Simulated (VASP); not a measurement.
# Al16BN15 (a cell with a defect) in VASP: further runs

The runs below take Al16BN15 (a cell with a defect) through single point, with PBE.

All numbers are computed with VASP 6.6.1; they aren't measurements. Logs are shortened: lines on timing, memory, paths and dates and some standing lists are left out, and cuts for length are marked.

## 1. The cell of the first run

The cell holds a defect, 32 atoms: a = 6.260 Å, b = 6.260 Å, c = 10.035 Å, α = 90.00°, β = 90.00°, γ = 120.00°.

## 2. Single point, PBE

Contents of INCAR:

```
SYSTEM = Al16BN15
ALGO     = Normal         ! electronic algorithm
EDIFF    = 1E-6           ! SCF threshold, eV
ENCUT    = 520            ! plane-wave cutoff, eV
GGA      = PE             ! functional
GGA_COMPAT= .False.      
ISIF     = 2              ! what is computed and relaxed
ISMEAR   = 0              ! smearing method
ISYM     = -1           
LASPH    = .True.         ! aspherical terms in the spheres
LCHARG   = .True.         ! write CHGCAR
LELF     = .True.         ! ELF
LREAL    = Auto         
LVHAR    = .True.       
LWAVE    = .False.        ! write WAVECAR
NBANDS   = 85             ! bands
NELM     = 120            ! most SCF steps
PREC     = Accurate       ! precision mode
SIGMA    = 0.01           ! smearing width, eV
```

Contents of KPOINTS:

```
explicit points
1
Reciprocal
  0.25000000   0.25000000   0.25000000 1
```

Contents of POSCAR:

```
Al16BN15
1.0
    6.2595139092      0.0000000618      0.0000000000
   -3.1297570081      5.4208980298      0.0000000000
    0.0000000000      0.0000000000     10.0348065900
Al N B
16 15 1
Direct
    0.3374711104      0.1622348024      0.2474581564
    0.1605733743      0.3387906901      0.4992625287
    0.3307750603      0.1707203152      0.7490952952
    0.1683815997      0.3308237314      1.0017099956
    0.3442985795      0.6626987305      0.2523966600
    0.1744063359      0.8556524117      0.4962292269
    0.3273757951      0.6666538826      0.7525897066
    0.1731066470      0.8322533788      0.9958213989
    0.8374688376      0.1560050959      0.2521859488
    0.6438413738      0.3247297121      0.4957191683
    0.8340233745      0.1728441075      0.7524235254
    0.6672532872      0.3267341871      0.9958424125
    0.8546567273      0.6450983512      0.2354715936
    0.6517304312      0.8467968069      0.5166460545
    0.8310477354      0.6709299269      0.7458953999
    0.6707640141      0.8279786442      0.9988891663
    0.3237290744      0.1755831189      0.4350886706
    0.1721703248      0.3280292999      0.1908597856
    0.3331224434      0.1668716836      0.9375095067
    0.1651172843      0.3352723724      0.6894755123
    0.3266877035      0.6755568110      0.4415503510
    0.1877650439      0.8306584847      0.1823060547
    0.3347275419      0.6627753693      0.9408037463
    0.1676342324      0.8367867103      0.6886263296
    0.8236211678      0.1719320454      0.4413883638
    0.6689826125      0.3121017331      0.1822898467
    0.8354840290      0.1642002882      0.9410387944
    0.6658415800      0.3347393212      0.6884113436
    0.6812739780      0.8198553346      0.1940228237
    0.8359754429      0.6638437477      0.9380095591
    0.6609581899      0.8394026345      0.7013204013
    0.8194891822      0.6798980299      0.4354902740
```

Potentials or basis: VASP PAW PBE potentials, release 64 (Al, N, B).

Launch:

```
> cat potpaw_PBE.64/Al/POTCAR potpaw_PBE.64/N/POTCAR potpaw_PBE.64/B/POTCAR > POTCAR
> mpirun -np 1 vasp_std > vasp.out
```

OUTCAR:

```text
SYSTEM = Al16BN15
   EDIFF = 1E-6
   ENCUT = 520
   GGA = PE
   ISIF = 2
   ISMEAR = 0
   ISYM = -1
   LASPH = .True.
   LREAL = Auto
   NELM = 120
   PREC = Accurate

 ion  position               nearest neighbor table
   1  0.337  0.162  0.247-  18 1.88  17 1.89  26 1.91  22 1.92  10 2.99   6 3.00   4 3.07  12 3.09
                             8 3.09   9 3.11   5 3.11  13 3.14  13 3.14   5 3.15   9 3.15   2 3.17
   2  0.161  0.339  0.499-  17 1.88  20 1.91  21 1.92  25 1.92   9 3.04   5 3.04   6 3.07  10 3.07
                            11 3.10   7 3.10   3 3.11  14 3.13  14 3.14   1 3.17  10 3.19   6 3.19
   3  0.331  0.171  0.749-  20 1.89  19 1.89  24 1.91  28 1.92  10 3.06   6 3.06  12 3.08   4 3.08
                             8 3.08   2 3.11   7 3.12  11 3.12  15 3.13  15 3.13  11 3.14   7 3.14
   4  0.168  0.331  0.002-  19 1.89  18 1.90  23 1.90  27 1.90   1 3.07   3 3.08   9 3.09  11 3.09
                             7 3.09   5 3.09   8 3.12  12 3.12  16 3.13  16 3.13  12 3.14   8 3.14
   5  0.344  0.663  0.252-  22 1.89  21 1.91  18 1.92  29 1.92  13 3.02   2 3.04   9 3.09   4 3.09
                            16 3.10   1 3.11  14 3.14   6 3.14   1 3.15   8 3.17   9 3.17  13 3.26
   6  0.174  0.856  0.496-  17 1.84  21 1.89  24 1.93  32 2.02  10 2.94   1 3.00  14 3.02   3 3.06
                             2 3.07  15 3.12   5 3.14  13 3.15   7 3.17   2 3.19  14 3.25  10 3.32
   7  0.327  0.667  0.753-  31 1.88  23 1.89  24 1.90  20 1.90  14 2.95   8 2.99  11 3.09   4 3.09
                            16 3.09   2 3.10   3 3.12  15 3.12  15 3.14   3 3.14  11 3.17   6 3.17
   8  0.173  0.832  0.996-  22 1.87  23 1.88  19 1.91  30 1.92  13 2.97   7 2.99   3 3.08  12 3.09
                             1 3.09  15 3.12   4 3.12  16 3.13  16 3.13   4 3.14  12 3.17   5 3.17
   9  0.837  0.156  0.252-  26 1.89  25 1.91  29 1.91  18 1.92  13 3.01   2 3.04   5 3.09   4 3.09
                            16 3.10   1 3.11  10 3.14  14 3.14   1 3.15  12 3.17   5 3.17  13 3.26
  10  0.644  0.325  0.496-  17 1.84  25 1.89  28 1.94  32 2.02   6 2.94   1 2.99  14 3.02   3 3.06
                             2 3.07  15 3.14   9 3.14  13 3.15  11 3.18   2 3.19  14 3.25   6 3.32
  11  0.834  0.173  0.752-  31 1.88  27 1.89  28 1.90  20 1.90  14 2.96  12 3.00   7 3.09   4 3.09
                             2 3.10  16 3.10   3 3.12  15 3.13  15 3.13   3 3.14   7 3.17  10 3.18
  12  0.667  0.327  0.996-  26 1.87  27 1.88  19 1.90  30 1.92  13 2.97  11 3.00   3 3.08   1 3.09
                             8 3.09   4 3.12  15 3.13  16 3.13  16 3.13   4 3.14   8 3.17   9 3.17
  13  0.855  0.645  0.235-  26 1.89  22 1.89  29 1.93  32 2.04  12 2.97   8 2.97   9 3.01   5 3.02
                            16 3.10   1 3.14   1 3.14  10 3.15   6 3.15   5 3.26   9 3.26
  14  0.652  0.847  0.517-  31 1.86  21 1.92  25 1.92  32 1.99   7 2.95  11 2.96  15 3.00   6 3.02
                            10 3.02   2 3.13   5 3.14   2 3.14   9 3.14  10 3.25   6 3.25
  15  0.831  0.671  0.746-  31 1.89  28 1.91  24 1.91  30 1.93  14 3.00  16 3.07   8 3.12   7 3.12
                             6 3.12  12 3.13  11 3.13   3 3.13   3 3.13  11 3.13  10 3.14   7 3.14
  16  0.671  0.828  0.999-  30 1.89  23 1.91  27 1.91  29 1.96  15 3.07   7 3.09  13 3.10   5 3.10
                            11 3.10   9 3.10  12 3.13   4 3.13   8 3.13   8 3.13   4 3.13  12 3.13
  17  0.324  0.176  0.435-  10 1.84   6 1.84   2 1.88   1 1.89
  18  0.172  0.328  0.191-   1 1.88   4 1.90   9 1.92   5 1.92
  19  0.333  0.167  0.938-   3 1.89   4 1.89  12 1.90   8 1.91
  20  0.165  0.335  0.689-   3 1.89  11 1.90   7 1.90   2 1.91
[... 153 lines left out ...]
   GGA     = PE    functional components
   LHFCALC =     F    Hartree Fock is set to
   AEXX    =    0.0000 exact exchange contribution
   IVDW    =     0    specifies the selected vdW correction
   LEPSILON=     F    determine dielectric tensor
   LRPA    =     F    only Hartree local field effects (RPA)
 non-spin polarized calculation
 Gauss-broadening in eV      SIGMA  =   0.01
  energy-cutoff  :      520.00
  volume of cell :      340.50
 maximum number of plane-waves:      9148
 NGX is ok and might be reduce to    48
   NGX = 23   NGY = 23   NGZ = 37

 number of electron     125.9999999 magnetization

 Free energy of the ion-electron system (eV)
  ---------------------------------------------------
  ext. energy  EPLUGINS =         0.00000000
  ---------------------------------------------------
  free energy    TOTEN  =      -232.22857382 eV

  energy without entropy =     -232.22857382  energy(sigma->0) =     -232.22857382

 E-fermi :   7.0740     XC(G=0): -10.8561

 val. band max:        6.9956143253   @ k =   0.2500   0.2500   0.2500
 cond. band min:       7.4906790560   @ k =   0.2500   0.2500   0.2500
 fundamental gap:      0.4950647306
 Fermi energy:         7.0739665973

 k-point     1 :       0.2500    0.2500    0.2500
  band No.  band energies     occupation
      1      -8.6084      2.00000
      2      -8.1921      2.00000
      3      -8.0294      2.00000
      4      -7.9170      2.00000
      5      -7.6779      2.00000
      6      -7.6079      2.00000
[... 67 lines left out ...]
     74      12.8068      0.00000
     75      13.1455      0.00000
 [bands above 75 left out]

------------------------ aborting loop because EDIFF is reached ----------------------------------------

  FORCE on cell =-STRESS in cart. coord.  units (eV):
  Direction    XX          YY          ZZ          XY          YZ          ZX
  --------------------------------------------------------------------------------------
  -------------------------------------------------------------------------------------
  Total        9.7847826      2.6075540     12.3700421     -6.3509679      4.4051305     -6.2208808
  in kB       46.0405928     12.2693917     58.2050821    -29.8833748     20.7275756    -29.2712727
  external PRESSURE =      38.8383555 kB  Pullay stress =       0.0000000 kB

 VOLUME and BASIS-vectors are now :
 -----------------------------------------------------------------------------
  energy-cutoff  :      520.00
  volume of cell :      340.50
      direct lattice vectors                 reciprocal lattice vectors
     6.259513909  0.000000062  0.000000000     0.159756813  0.092235641  0.000000000
    -3.129757008  5.420898030  0.000000000    -0.000000002  0.184471279  0.000000000
     0.000000000  0.000000000 10.034806590     0.000000000  0.000000000  0.099653141

 POSITION                                       TOTAL-FORCE (eV/Angst)
 -----------------------------------------------------------------------------------
      1.60465      0.87946      2.48319         0.004034     -0.002571      0.000185
     -0.05522      1.83655      5.01000         0.005236      0.003365     -0.001399
      1.53618      0.92546      7.51703        -0.001232     -0.001421     -0.007221
      0.01859      1.79336      0.01716        -0.000784      0.002678     -0.002367
      0.08106      3.59242      2.53275        -0.003208     -0.002290      0.003390
     -1.58629      4.63840      4.97956         0.002379     -0.002005      0.008809
[... 24 lines left out ...]
      1.51015      4.55032      7.03761         0.003203     -0.000282     -0.006634
      3.00169      3.68566      4.37006         0.004387     -0.002255     -0.011072
 -----------------------------------------------------------------------------------
    total drift:                                0.009222     -0.008065      0.007285

  FREE ENERGIE OF THE ION-ELECTRON SYSTEM (eV)
  ---------------------------------------------------
  free  energy   TOTEN  =      -232.2285738153 eV

  energy  without entropy=     -232.2285738153  energy(sigma->0) =     -232.22857382
```

Run time: 73 s. Hardware: 1 thread of AMD EPYC 7R13 (Zen 3), shared host; peak memory 0.39 GiB.

Results:

* Free energy: -232.2286 eV
* Pressure: 3.9 GPa
* Largest force: 0.012 eV/Å

Forces on the atoms (eV/Å):
```
Al   0.004 -0.003  0.000
Al   0.005  0.003 -0.001
Al  -0.001 -0.001 -0.007
Al  -0.001  0.003 -0.002
Al  -0.003 -0.002  0.003
Al   0.002 -0.002  0.009
Al  -0.004 -0.002 -0.001
Al   0.004  0.003 -0.005
Al   0.002  0.004  0.003
Al   0.004 -0.003 -0.005
Al   0.000  0.005 -0.002
Al  -0.003 -0.001 -0.002
Al   0.000 -0.003  0.007
Al  -0.001  0.004 -0.002
Al  -0.003 -0.002  0.009
Al  -0.001  0.000  0.004
N   -0.005  0.000 -0.001
N   -0.002  0.000  0.001
N    0.000 -0.001  0.003
N   -0.002  0.001  0.000
N   -0.001 -0.002  0.000
N   -0.002  0.000  0.004
N   -0.001 -0.001  0.003
N    0.001  0.002 -0.003
N    0.001 -0.001  0.002
N   -0.004 -0.001  0.002
N    0.003 -0.001 -0.001
N    0.000  0.002  0.004
N   -0.003  0.004 -0.001
N    0.002 -0.002 -0.002
N    0.003  0.000 -0.007
B    0.004 -0.002 -0.011
```

Stress tensor (GPa, compression positive):
```
 4.60 -2.99 -2.93
-2.99  1.23  2.07
-2.93  2.07  5.82
```

(Continued in part 2 of 2.)
